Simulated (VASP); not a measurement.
# Si2Ni (Fm-3m) in VASP: a series of runs

Si2Ni is run at these levels: PBE+D3(BJ), PBE+D4, LDA, PBE; tasks: single point.

Program: VASP 6.6.1. These are calculated values, not measurements. Logs are shortened: lines on timing, memory, paths and dates and some standing lists are left out, and cuts for length are marked.

## 1. The cell of the first run

The structure is cubic, space group Fm-3m (No. 225). The conventional cell has a = 5.374 Å, b = 5.374 Å, c = 5.374 Å, α = 90.00°, β = 90.00°, γ = 90.00°. Within 3.1 Å of Si (site symmetry -43m) lie 4 Ni at 2.33 Å and 6 Si at 2.69 Å. Within 3.1 Å of Ni (site symmetry m-3m) lie 8 Si at 2.33 Å.

## 2. Single point, PBE+D3(BJ), collinear spin (12.93 Å³/atom)

Input file INCAR:

```
SYSTEM = Si2Ni
  PREC = Accurate
  ENCUT = 520
  EDIFF = 1E-6
  ISMEAR = 0
  SIGMA = 0.05
  LREAL = .FALSE.
  LASPH = .TRUE.
  NELM = 150
  ALGO = Normal
  ISIF = 2
  LWAVE = .FALSE.
  LCHARG = .TRUE.
  ISPIN = 2
  MAGMOM = 0 0 0.05
  LORBIT = 11
  LMAXMIX = 4
  GGA = PE
  IVDW = 12
  LELF = .TRUE.
  LVHAR = .TRUE.
  NBANDS = 20
```

Input file KPOINTS:

```
regular mesh
0
G
  8 8 8
  0 0 0
```

Input file POSCAR:

```
Si2Ni
1.0
    0.0000000000      2.6867634884      2.6867634884
    2.6867634884      0.0000000000      2.6867634884
    2.6867634884      2.6867634884      0.0000000000
Si Ni
2 1
Direct
    0.2500000000      0.2500000000      0.2500000000
    0.7500000000      0.7500000000      0.7500000000
    0.0000000000      0.0000000000      0.0000000000
```

Potentials or basis: VASP PAW PBE potentials, release 64 (Si, Ni).

The run is started by

```bash
> cat potpaw_PBE.64/Si/POTCAR potpaw_PBE.64/Ni/POTCAR > POTCAR
> mpirun -np 1 vasp_std > vasp.out
```

OUTCAR:

```text
SYSTEM = Si2Ni
   PREC = Accurate
   ENCUT = 520
   EDIFF = 1E-6
   ISMEAR = 0
   LREAL = .FALSE.
   LASPH = .TRUE.
   NELM = 150
   ISIF = 2
   ISPIN = 2
   LORBIT = 11
   GGA = PE
   IVDW = 12
 IVDW          = 12

 ion  position               nearest neighbor table
   1  0.250  0.250  0.250-   3 2.33   3 2.33   3 2.33   3 2.33   2 2.69   2 2.69   2 2.69   2 2.69
                             2 2.69   2 2.69
   2  0.750  0.750  0.750-   3 2.33   3 2.33   3 2.33   3 2.33   1 2.69   1 2.69   1 2.69   1 2.69
                             1 2.69   1 2.69
   3  0.000  0.000  0.000-   2 2.33   2 2.33   2 2.33   1 2.33   1 2.33   1 2.33   2 2.33   1 2.33

  LATTYP: Found a face centered cubic cell.
 ALAT       =     5.3735269768

  Lattice vectors:

 A1 = (   0.0000000000,   2.6867634884,   2.6867634884)
 A2 = (   2.6867634884,   0.0000000000,   2.6867634884)
 A3 = (   2.6867634884,   2.6867634884,   0.0000000000)

Analysis of symmetry for initial positions (statically):
=====================================================================
 Subroutine PRICEL returns:
 Original cell was already a primitive cell.

 Routine SETGRP: Setting up the symmetry group for a
 face centered cubic supercell.

 Subroutine GETGRP returns: Found 48 space group operations
 (whereof 48 operations were pure point group operations)
 out of a pool of 48 trial point group operations.

The static configuration has the point symmetry O_h .

Analysis of symmetry for dynamics (positions and initial velocities):
=====================================================================
 Subroutine PRICEL returns:
 Original cell was already a primitive cell.

 Routine SETGRP: Setting up the symmetry group for a
 face centered cubic supercell.

 Subroutine GETGRP returns: Found 48 space group operations
 (whereof 48 operations were pure point group operations)
 out of a pool of 48 trial point group operations.

The dynamic configuration has the point symmetry O_h .

Analysis of structural, dynamic, and magnetic symmetry:
=====================================================================
 Subroutine PRICEL returns:
 Original cell was already a primitive cell.

 Routine SETGRP: Setting up the symmetry group for a
 face centered cubic supercell.

 Subroutine GETGRP returns: Found 48 space group operations
 (whereof 48 operations were pure point group operations)
 out of a pool of 48 trial point group operations.

The overall configuration has the point symmetry O_h .

 Subroutine INISYM returns: Found 48 space group operations
 (whereof 48 operations are pure point group operations),
 and found     1 'primitive' translations

[... 122 lines left out ...]
   LHFCALC =     F    Hartree Fock is set to
   AEXX    =    0.0000 exact exchange contribution
   IVDW    =    12    specifies the selected vdW correction
   LEPSILON=     F    determine dielectric tensor
   LRPA    =     F    only Hartree local field effects (RPA)
 spin polarized calculation
 Gauss-broadening in eV      SIGMA  =   0.05
  energy-cutoff  :      520.00
  volume of cell :       38.79
 maximum number of plane-waves:      1056
   NGX = 15   NGY = 15   NGZ = 15

 number of electron      17.9999992 magnetization      -0.0000095

 number of electron      17.9999992 magnetization       0.0000039

 Free energy of the ion-electron system (eV)
  ---------------------------------------------------
  ext. energy  EPLUGINS =         0.00000000
  ---------------------------------------------------
  free energy    TOTEN  =       -17.33552284 eV

  energy without entropy =      -17.33355470  energy(sigma->0) =      -17.33453877

 E-fermi :  10.5981     XC(G=0): -11.6700

 val. band max:       10.5702115674   @ k =   0.5000   0.3750   0.0000
 cond. band min:      10.6876892524   @ k =   0.3750   0.2500   0.0000
 fundamental gap:      0.1174776849
 Fermi energy:        10.5980935629

 spin component 1

 k-point     1 :       0.0000    0.0000    0.0000
  band No.  band energies     occupation
      1      -3.3023      1.00000
      2       5.3839      1.00000
      3       5.3839      1.00000
      4       5.3839      1.00000
      5       7.0845      1.00000
      6       7.0845      1.00000
[... 541 lines left out ...]
     19      24.9256      0.00000
     20      25.5126      0.00000

 [... further k-points ...]

 spin component 2

 k-point     1 :       0.0000    0.0000    0.0000
  band No.  band energies     occupation
      1      -3.3023      1.00000
      2       5.3839      1.00000
      3       5.3839      1.00000
      4       5.3839      1.00000
      5       7.0845      1.00000
      6       7.0845      1.00000
[... 541 lines left out ...]
     19      24.9256      0.00000
     20      25.5110      0.00000

 [... further k-points ...]

------------------------ aborting loop because EDIFF is reached ----------------------------------------

 Edisp (eV)   -1.36017

 E8    (eV) :    -0.5702

  FORCE on cell =-STRESS in cart. coord.  units (eV):
  Direction    XX          YY          ZZ          XY          YZ          ZX
  --------------------------------------------------------------------------------------
  -------------------------------------------------------------------------------------
  Total      -0.00284    -0.00284    -0.00284     0.00000     0.00000     0.00000
  in kB      -0.11751    -0.11751    -0.11751     0.00000     0.00000     0.00000
  external pressure =       -0.12 kB  Pullay stress =        0.00 kB

 VOLUME and BASIS-vectors are now :
 -----------------------------------------------------------------------------
  energy-cutoff  :      520.00
  volume of cell :       38.79
      direct lattice vectors                 reciprocal lattice vectors
     0.000000000  2.686763488  2.686763488    -0.186097512  0.186097512  0.186097512
     2.686763488  0.000000000  2.686763488     0.186097512 -0.186097512  0.186097512
     2.686763488  2.686763488  0.000000000     0.186097512  0.186097512 -0.186097512

 POSITION                                       TOTAL-FORCE (eV/Angst)
 -----------------------------------------------------------------------------------
      1.34338      1.34338      1.34338        -0.000000     -0.000000     -0.000000
      4.03015      4.03015      4.03015         0.000000      0.000000      0.000000
      0.00000      0.00000      0.00000         0.000000     -0.000000     -0.000000
 -----------------------------------------------------------------------------------
    total drift:                               -0.000000     -0.000000      0.000000

  FREE ENERGIE OF THE ION-ELECTRON SYSTEM (eV)
  ---------------------------------------------------
  free  energy   TOTEN  =       -18.6956923641 eV

  energy  without entropy=      -18.6937242201  energy(sigma->0) =      -18.69470829

 total charge

# of ion       s       p       d       tot
------------------------------------------
    1        0.734   0.860   0.000   1.594
    2        0.734   0.860   0.000   1.594
    3        0.569   0.835   8.451   9.855
--------------------------------------------------
tot          2.036   2.555   8.451  13.042

 magnetization (x)

# of ion       s       p       d       tot
------------------------------------------
    1        0.000  -0.000   0.000   0.000
    2        0.000  -0.000   0.000   0.000
    3       -0.000  -0.000  -0.000  -0.000
--------------------------------------------------
tot          0.000  -0.000  -0.000  -0.000
```

stdout:

```text
POSCAR found type information on POSCAR SiNi
 POSCAR found :  2 types and       3 ions
 scaLAPACK will be used
 LDA part: xc-table for (Slater+PW92), standard interpolation
 POSCAR, INCAR and KPOINTS ok, starting setup
 FFT: planning ... GRIDC
 FFT: planning ... GRID_SOFT
 FFT: planning ... GRID
 WAVECAR not read
 entering main loop
```

Run time: 70 s. Hardware: 1 thread of Intel Xeon 8259CL, shared host; peak memory 0.2 GiB.

What came out:

```yaml
Free_energy: -18.6957 eV
Pressure: 0.0 GPa
Band_gap_on_the_k_mesh: zero (filled and empty bands overlap)
Net_moment: 0.00 μB per cell
Valence_electrons_inside_the_program's_atomic_spheres: Si 1.59; Ni 9.86
Dispersion_energy_per_atom: -0.453 eV
```

## 3. Single point, PBE+D4, collinear spin (12.95 Å³/atom)

Input file INCAR:

```
SYSTEM = Si2Ni
PREC = Accurate
ENCUT = 520
EDIFF = 1E-6
ISMEAR = 0
SIGMA = 0.05
LREAL = .False.
LASPH = .True.
NELM = 150
ALGO = Normal
ISIF = 2
LWAVE = .False.
LCHARG = .False.
ISPIN = 2
MAGMOM = 0 0 0.05
LORBIT = 11
LMAXMIX = 4
GGA = PE
IVDW = 13
NBANDS = 20
```

Input file KPOINTS:

```
regular mesh
0
Gamma
  8 8 8
  0 0 0
```

Input file POSCAR:

```
Si2Ni
1.0
    0.0000000000      2.6883591696      2.6883591696
    2.6883591696      0.0000000000      2.6883591696
    2.6883591696      2.6883591696      0.0000000000
Si Ni
2 1
Direct
    0.2500000000      0.2500000000      0.2500000000
    0.7500000000      0.7500000000      0.7500000000
    0.0000000000      0.0000000000      0.0000000000
```

Potentials or basis: VASP PAW PBE potentials, release 64 (Si, Ni).

The run is started by

```bash
> cat potpaw_PBE.64/Si/POTCAR potpaw_PBE.64/Ni/POTCAR > POTCAR
> mpirun -np 1 vasp_std > vasp.out
```

It took 57 s on 1 thread of Intel Xeon 8259CL, shared host; peak memory 0.19 GiB.

It converged, with:

```yaml
Free_energy: -18.7285 eV
Pressure: 0.0 GPa
Band_gap_on_the_k_mesh: zero (filled and empty bands overlap)
Net_moment: 0.00 μB per cell
Valence_electrons_inside_the_program's_atomic_spheres: Si 1.59; Ni 9.85
Dispersion_energy_per_atom: -0.464 eV
```

Levels at points of the mesh, in eV from the Fermi level:
Spin up:
```csv
k point,band 5,band 6,band 7,band 8,band 9,band 10,band 11,band 12,band 13,band 14
"(0.00, 0.00, 0.00)",-3.50,-3.50,-0.05,1.83,1.83,1.83,2.38,2.38,2.38,4.89
"(0.50, 0.00, 0.00)",-3.69,-3.31,-3.31,-1.36,-1.36,1.92,1.92,1.94,2.82,9.38
"(0.50, 0.50, 0.00)",-4.48,-3.59,-3.59,-3.41,-3.09,-0.30,1.50,7.85,8.56,8.56
```
Spin down:
```tsv
k point	band 5	band 6	band 7	band 8	band 9	band 10	band 11	band 12	band 13	band 14
(0.00, 0.00, 0.00)	-3.50	-3.50	-0.05	1.83	1.83	1.83	2.38	2.38	2.38	4.89
(0.50, 0.00, 0.00)	-3.69	-3.31	-3.31	-1.36	-1.36	1.92	1.92	1.94	2.82	9.38
(0.50, 0.50, 0.00)	-4.48	-3.59	-3.59	-3.41	-3.09	-0.30	1.50	7.85	8.56	8.56
```

(Continued in part 2 of 2.)
